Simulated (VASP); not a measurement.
# WSe2 in VASP: notebook

The runs below take WSe2 through relaxation of the atoms, with PBE+D3(BJ).

All numbers are computed with VASP 6.6.1; they aren't measurements. Logs are shortened: lines on timing, memory, paths and dates and some standing lists are left out, and cuts for length are marked.

### Step 1. The cell of the first run

The cell holds a slab with vacuum, 3 atoms: a = 3.351 Å, b = 3.351 Å, c = 32.737 Å, α = 90.00°, β = 90.00°, γ = 120.00°.

### Step 2. Relaxation of the atoms, PBE+D3(BJ) (biaxial strain +0.020)

Input file INCAR:

```
PREC = Accurate ; ENCUT = 520
EDIFF = 1E-6 ; ISMEAR = 0
SIGMA = 0.02 ; LREAL = F
LASPH = T ; NELM = 60
ALGO = Normal ; ISIF = 2
LWAVE = F ; LCHARG = F
LDIPOL = T ; IDIPOL = 3
DIPOL = 0.5 0.5 0.500 ; GGA = PE
IVDW = 12 ; IBRION = 2
NSW = 60 ; EDIFFG = -0.01
```

Input file KPOINTS:

```
Automatic mesh
0
Gamma
  12 12 1
```

Input file POSCAR:

```
WSe2
1.0
    3.3512312821      0.0000000000      0.0000000000
   -1.6756156411      2.9022514243      0.0000000000
    0.0000000000      0.0000000000     32.7374894635
Se W
2 1
Direct
    0.3333333333      0.6666666667      0.4485393955
    0.3333333333      0.6666666667      0.5514606045
    0.6666666667      0.3333333333      0.5000000000
```

Potentials or basis: VASP PAW PBE potentials, release 64 (Se, W_sv).

Launch:

```
cat potpaw_PBE.64/Se/POTCAR potpaw_PBE.64/W_sv/POTCAR > POTCAR
mpirun -np 1 vasp_std > vasp.out
```

OUTCAR:

```text
PREC = Accurate
   ENCUT = 520
   EDIFF = 1E-6
   ISMEAR = 0
   LREAL = F
   LASPH = T
   NELM = 60
   ISIF = 2
   GGA = PE
   IVDW = 12
   IBRION = 2
   NSW = 60
   EDIFFG = -0.01
 IVDW          = 12

 ion  position               nearest neighbor table
   1  0.333  0.667  0.449-   3 2.57   3 2.57   3 2.57
   2  0.333  0.667  0.551-   3 2.57   3 2.57   3 2.57
   3  0.667  0.333  0.500-   1 2.57   2 2.57   1 2.57   2 2.57   1 2.57   2 2.57

  LATTYP: Found a hexagonal cell.
 ALAT       =     3.3512312821
 C/A-ratio  =     9.7687944244

  Lattice vectors:

 A1 = (   3.3512312821,   0.0000000000,   0.0000000000)
 A2 = (  -1.6756156411,   2.9022514243,   0.0000000000)
 A3 = (   0.0000000000,   0.0000000000,  32.7374894635)

Analysis of symmetry for initial positions (statically):
=====================================================================
 Subroutine PRICEL returns:
 Original cell was already a primitive cell.

 Routine SETGRP: Setting up the symmetry group for a
 hexagonal supercell.

 Subroutine GETGRP returns: Found 12 space group operations
 (whereof 12 operations were pure point group operations)
 out of a pool of 24 trial point group operations.

The static configuration has the point symmetry D_3h.

Analysis of symmetry for dynamics (positions and initial velocities):
=====================================================================
 Subroutine PRICEL returns:
 Original cell was already a primitive cell.

 Routine SETGRP: Setting up the symmetry group for a
 hexagonal supercell.

 Subroutine GETGRP returns: Found 12 space group operations
 (whereof 12 operations were pure point group operations)
 out of a pool of 24 trial point group operations.

The dynamic configuration has the point symmetry D_3h.

 Subroutine INISYM returns: Found 12 space group operations
 (whereof 12 operations are pure point group operations),
 and found     1 'primitive' translations

----------------------------------------------------------------------------------------

                                     Primitive cell

  volume of cell :     318.4086

  direct lattice vectors                    reciprocal lattice vectors
     3.351231282  0.000000000  0.000000000     0.298397788  0.172280043  0.000000000
    -1.675615641  2.902251424  0.000000000     0.000000000  0.344560086  0.000000000
     0.000000000  0.000000000 32.737489463     0.000000000  0.000000000  0.030546020

  length of vectors
     3.351231282  3.351231282 32.737489463     0.344560086  0.344560086  0.030546020

  position of ions in fractional coordinates (direct lattice)
     0.333333333  0.666666667  0.448539395
     0.333333333  0.666666667  0.551460605
     0.666666667  0.333333333  0.500000000

  ion indices of the primitive-cell ions
   primitive index   ion index
                 1           1
                 2           2
                 3           3

----------------------------------------------------------------------------------------

 KPOINTS: Automatic mesh

Automatic generation of k-mesh.
 Grid dimensions read from file:
 generate k-points for:   12   12    1

 Generating k-lattice:

  Cartesian coordinates                     Fractional coordinates (reciprocal lattice)
     0.024866482  0.014356670  0.000000000     0.083333333  0.000000000  0.000000000
     0.000000000  0.028713340  0.000000000     0.000000000  0.083333333  0.000000000
     0.000000000  0.000000000  0.030546020     0.000000000  0.000000000  1.000000000

  Length of vectors
     0.028713340  0.028713340  0.030546020

  Shift w.r.t. Gamma in fractional coordinates (k-lattice)
     0.000000000  0.000000000  0.000000000

 Subroutine IBZKPT returns following result:
 ===========================================

 Found     19 irreducible k-points:

 Following reciprocal coordinates:
            Coordinates               Weight
  0.000000  0.000000  0.000000      1.000000
  0.083333 -0.000000  0.000000      6.000000
  0.166667 -0.000000  0.000000      6.000000
  0.250000 -0.000000  0.000000      6.000000
  0.333333 -0.000000  0.000000      6.000000
  0.416667  0.000000  0.000000      6.000000
[... 11 lines left out ...]
  0.333333  0.250000  0.000000     12.000000
  0.333333  0.333333  0.000000      2.000000
   k-points           NKPTS =     19   k-points in BZ     NKDIM =     19   number of bands    NBANDS=     17
   number of dos      NEDOS =    301   number of ions     NIONS =      3
   total plane-waves  NPLWV = 196000
   dimension x,y,z NGX =    28 NGY =   28 NGZ =  250
   dimension x,y,z NGXF=    56 NGYF=   56 NGZF=  500
   ions per type =               2   1
   NGX,Y,Z   is equivalent  to a cutoff of  13.89, 13.89, 12.70 a.u.
   NGXF,Y,Z  is equivalent  to a cutoff of  27.78, 27.78, 25.39 a.u.
 SYSTEM =  unknown system
   PREC   = accura    normal or accurate (medium, high low for compatibility)
   ISTART =      0    job   : 0-new  1-cont  2-samecut
   ICHARG =      2    charge: 1-file 2-atom 10-const
   ISPIN  =      1    spin polarized calculation?
   LNONCOLLINEAR =      F non collinear calculations
   LSORBIT =      F    spin-orbit coupling
   LASPH  =      T    aspherical Exc in radial PAW
   ENCUT  =  520.0 eV  38.22 Ry    6.18 a.u.   6.23  6.23 60.87*2*pi/ulx,y,z
   NELM   =     60;   NELMIN=  2; NELMDL= -5     # of ELM steps
   EDIFF  = 0.1E-05   stopping-criterion for ELM
   LREAL  =      F    real-space projection
   EDIFFG = -.1E-01   stopping-criterion for IOM
   NSW    =     60    number of steps for IOM
   IBRION =      2    ionic relax: 0-MD 1-quasi-New 2-CG
   NFREE  =      1    steps in history (QN), initial steepest desc. (CG)
   ISIF   =      2    stress and relaxation
   ISYM   =      2    0-nonsym 1-usesym 2-fastsym
   POTIM  = 0.5000    time-step for ionic-motion
   TEBEG  =    0.0;   TEEND  =   0.0 temperature during run
   PSTRESS=    0.0 pullay stress
   NELECT =      26.0000    total number of electrons
   NUPDOWN=      -1.0000    fix difference up-down
   EMIN   =  10.00;   EMAX   =-10.00  energy-range for DOS
   EFERMI =   0.00;   METHOD = LEGACY
   ISMEAR =     0;   SIGMA  =   0.02  broadening in eV -4-tet -1-fermi 0-gaus
   EFERMI_NEDOS =   21; number of points for ismear=-14 and -15
   IALGO  =     38    algorithm
   IMIX   =      4    mixing-type and parameters
     AMIX     =   0.40;   BMIX     =  1.00
     AMIX_MAG =   1.60;   BMIX_MAG =  1.00
  volume/ion in A,a.u.               =     106.14       716.24
  Fermi-wavevector in a.u.,A,eV,Ry     =   0.710239  1.342157  6.863310  0.504439
  Thomas-Fermi vector in A             =   1.797033
   LORBIT       =      0    0 simple, 1 ext, 2 COOP (PROOUT), +10 PAW based schemes
   GGA     = PE    functional components
   LHFCALC =     F    Hartree Fock is set to
   AEXX    =    0.0000 exact exchange contribution
   IVDW    =    12    specifies the selected vdW correction
   LEPSILON=     F    determine dielectric tensor
   LRPA    =     F    only Hartree local field effects (RPA)
 conjugate gradient relaxation of ions
 non-spin polarized calculation
 Gauss-broadening in eV      SIGMA  =   0.02
  energy-cutoff  :      520.00
  volume of cell :      318.41
 maximum number of plane-waves:      8605
 NGX is ok and might be reduce to    28
   NGX = 13   NGY = 13   NGZ =121

--------------------------------------- Ionic step        1  -------------------------------------------

 number of electron      26.0000000 magnetization

 Free energy of the ion-electron system (eV)
  ---------------------------------------------------
  ext. energy  EPLUGINS =         0.00000000
  ---------------------------------------------------
  free energy    TOTEN  =       -21.61342752 eV

  energy without entropy =      -21.61342752  energy(sigma->0) =      -21.61342752

------------------------ aborting loop because EDIFF is reached ----------------------------------------

 Edisp (eV)   -0.97091

 E8    (eV) :    -0.4613

  FORCE on cell =-STRESS in cart. coord.  units (eV):
  Direction    XX          YY          ZZ          XY          YZ          ZX
  --------------------------------------------------------------------------------------
  -------------------------------------------------------------------------------------
  Total      -2.04722    -2.04722    -1.21946     0.00000     0.00000    -0.00000
  in kB     -10.30127   -10.30127    -6.13609     0.00000     0.00000    -0.00000
  external pressure =       -8.91 kB  Pullay stress =        0.00 kB

 VOLUME and BASIS-vectors are now :
 -----------------------------------------------------------------------------
  energy-cutoff  :      520.00
  volume of cell :      318.41
      direct lattice vectors                 reciprocal lattice vectors
     3.351231282  0.000000000  0.000000000     0.298397788  0.172280043  0.000000000
    -1.675615641  2.902251424  0.000000000     0.000000000  0.344560086  0.000000000
     0.000000000  0.000000000 32.737489463     0.000000000  0.000000000  0.030546020
[... 42 lines left out ...]
 POSITION                                       TOTAL-FORCE (eV/Angst)
 -----------------------------------------------------------------------------------
     -0.00000      1.93483     14.70134        -0.000000      0.000000      0.071409
     -0.00000      1.93483     18.03615        -0.000000     -0.000000     -0.071409
      1.67562      0.96742     16.36874         0.000000      0.000000      0.000000
 -----------------------------------------------------------------------------------
    total drift:                               -0.000000      0.000000      0.000000

  FREE ENERGIE OF THE ION-ELECTRON SYSTEM (eV)
  ---------------------------------------------------
  free  energy   TOTEN  =       -22.5918361599 eV

  energy  without entropy=      -22.5918361599  energy(sigma->0) =      -22.59183616

--------------------------------------- Ionic step        3  -------------------------------------------

 number of electron      26.0000001 magnetization

 dipolmoment           0.000000      0.000000      0.000000 electrons x Angstroem

 Free energy of the ion-electron system (eV)
  ---------------------------------------------------
  ext. energy  EPLUGINS =         0.00000000
  ---------------------------------------------------
  free energy    TOTEN  =       -21.61664990 eV

  energy without entropy =      -21.61664990  energy(sigma->0) =      -21.61664990

 E-fermi :  -2.9340     XC(G=0):  -2.4329

 val. band max:       -3.0224151431   @ k =   0.3333   0.3333   0.0000
 cond. band min:      -1.5934281391   @ k =   0.3333   0.3333   0.0000
 fundamental gap:      1.4289870040
 Fermi energy:        -2.9339506050

 k-point     1 :       0.0000    0.0000    0.0000
  band No.  band energies     occupation
      1     -77.1208      2.00000
      2     -41.3210      2.00000
      3     -41.2480      2.00000
      4     -41.2480      2.00000
      5     -17.6308      2.00000
      6     -16.3719      2.00000
[... 9 lines left out ...]
     16       0.0116      0.00000
     17       0.0116      0.00000
[... 341 lines left out ...]
 k-point    19 :       0.3333    0.3333    0.0000
  band No.  band energies     occupation
      1     -77.1120      2.00000
      2     -41.3898      2.00000
      3     -41.3693      2.00000
      4     -41.2803      2.00000
      5     -15.5443      2.00000
      6     -15.3712      2.00000
[... 9 lines left out ...]
     16       0.3868      0.00000
     17       1.7245      0.00000

------------------------ aborting loop because EDIFF is reached ----------------------------------------

 vacuum level on the upper side and lower side of the slab       (xc-potential included)        -0.007        -0.007

 Edisp (eV)   -0.97550

 E8    (eV) :    -0.4636

  FORCE on cell =-STRESS in cart. coord.  units (eV):
  Direction    XX          YY          ZZ          XY          YZ          ZX
  --------------------------------------------------------------------------------------
  -------------------------------------------------------------------------------------
  Total      -1.62295    -1.62295    -0.02187     0.00000     0.00000    -0.00000
  in kB      -8.16643    -8.16643    -0.11007     0.00000     0.00000    -0.00000
  external pressure =       -5.48 kB  Pullay stress =        0.00 kB

 VOLUME and BASIS-vectors are now :
 -----------------------------------------------------------------------------
  energy-cutoff  :      520.00
  volume of cell :      318.41
      direct lattice vectors                 reciprocal lattice vectors
     3.351231282  0.000000000  0.000000000     0.298397788  0.172280043  0.000000000
    -1.675615641  2.902251424  0.000000000     0.000000000  0.344560086  0.000000000
     0.000000000  0.000000000 32.737489463     0.000000000  0.000000000  0.030546020

 POSITION                                       TOTAL-FORCE (eV/Angst)
 -----------------------------------------------------------------------------------
     -0.00000      1.93483     14.70544         0.000000     -0.000000      0.001727
     -0.00000      1.93483     18.03205         0.000000      0.000000     -0.001727
      1.67562      0.96742     16.36874        -0.000000      0.000000      0.000000
 -----------------------------------------------------------------------------------
    total drift:                               -0.000000      0.000000      0.000000

  FREE ENERGIE OF THE ION-ELECTRON SYSTEM (eV)
  ---------------------------------------------------
  free  energy   TOTEN  =       -22.5921475903 eV

  energy  without entropy=      -22.5921475903  energy(sigma->0) =      -22.59214759

 reached required accuracy - stopping structural energy minimisation

 vacuum level on the upper side and lower side of the slab         2.113         2.113
```

Wall time 4.5 min (1 thread of Oxide Virtual Turin-like, shared host); peak memory 0.49 GiB.

Results:

```
Free energy                : -22.5921 eV
Energy gained by relaxing  : 2.6 meV/atom
Ionic steps                : 3
Band gap on the k mesh     : 1.43 eV
Dispersion energy per atom : -0.325 eV
```

The path:
| step | energy change (eV) | largest force (eV/Å) | pressure (GPa) |
| --- | --- | --- | --- |
| 1 | 0.0000 | 0.3583 | -0.89 |
| 2 | -0.0075 | 0.0714 | -0.62 |
| 3 | -0.0078 | 0.0017 | -0.55 |

Final structure:
```
Se W
1.0
     3.35123    0.00000    0.00000
    -1.67562    2.90225    0.00000
     0.00000    0.00000   32.73749
Se W
2 1
Direct
  0.33333 0.66667 0.44919
  0.33333 0.66667 0.55081
  0.66667 0.33333 0.50000
```

Levels at points of the mesh, in eV from the valence-band top:
```
           k point  band 11  band 12  band 13  band 14  band 15  band 16
(0.00, 0.00, 0.00)    -1.31    -1.31    -0.20     2.84     2.84     3.03
(0.50, 0.00, 0.00)    -2.01    -1.03    -0.93     2.24     2.64     3.67
```

Caveat: the cell differs from its parent crystal (biaxial strain +0.020); spin-orbit coupling is left out, which moves the levels of the heavy elements.

### Step 3. Relaxation of the atoms, PBE+D3(BJ) (biaxial strain -0.020)

Input file INCAR:

```
ALGO = Normal
DIPOL = 0.5 0.5 0.500
EDIFF = 1E-6
EDIFFG = -0.01
ENCUT = 520
GGA = PE
IBRION = 2
IDIPOL = 3
ISIF = 2
ISMEAR = 0
IVDW = 12
LASPH = T
LCHARG = F
LDIPOL = T
LREAL = F
LWAVE = F
NELM = 100
NSW = 60
PREC = Accurate
SIGMA = 0.02
```

Input file KPOINTS:

```
k-points
0
Gamma
  12 12 1
```

Input file POSCAR:

```
WSe2
1.0
    3.2198104475      0.0000000000      0.0000000000
   -1.6099052238      2.7884376429      0.0000000000
    0.0000000000      0.0000000000     32.7374894635
Se W
2 1
Direct
    0.3333333333      0.6666666667      0.4485393955
    0.3333333333      0.6666666667      0.5514606045
    0.6666666667      0.3333333333      0.5000000000
```

Potentials or basis: VASP PAW PBE potentials, release 64 (Se, W_sv).

Launch:

```
cat potpaw_PBE.64/Se/POTCAR potpaw_PBE.64/W_sv/POTCAR > POTCAR
mpirun -np 1 vasp_std > vasp.out
```

Wall time 6.7 min (1 thread of Oxide Virtual Turin-like, shared host); peak memory 0.42 GiB.

Results (log left out):

```
Free energy                : -22.5849 eV
Energy gained by relaxing  : 4.7 meV/atom
Ionic steps                : 3
Band gap on the k mesh     : 1.53 eV (least direct gap 1.96 eV)
Dispersion energy per atom : -0.349 eV
```

Step by step:
```tsv
step	energy change (eV)	largest force (eV/Å)	pressure (GPa)
1	0.0000	0.5118	1.22
2	-0.0139	0.0587	0.74
3	-0.0141	0.0005	0.67
```

Final structure:
```
Se W
1.0
     3.21981    0.00000    0.00000
    -1.60991    2.78844    0.00000
     0.00000    0.00000   32.73749
Se W
2 1
Direct
  0.33333 0.66667 0.44768
  0.33333 0.66667 0.55232
  0.66667 0.33333 0.50000
```

Levels at points of the mesh, in eV from the valence-band top:
| k point | band 10 | band 11 | band 12 | band 13 | band 14 | band 15 | band 16 | band 17 |
| --- | --- | --- | --- | --- | --- | --- | --- | --- |
| (0.00, 0.00, 0.00) | -2.13 | -0.96 | -0.96 | -0.69 | 3.18 | 3.18 | 3.28 | 3.28 |
| (0.50, 0.00, 0.00) | -2.87 | -2.40 | -1.09 | -0.67 | 2.76 | 2.88 | 3.73 | 4.53 |

Caveat: the cell differs from its parent crystal (biaxial strain -0.020); spin-orbit coupling is left out, which moves the levels of the heavy elements.
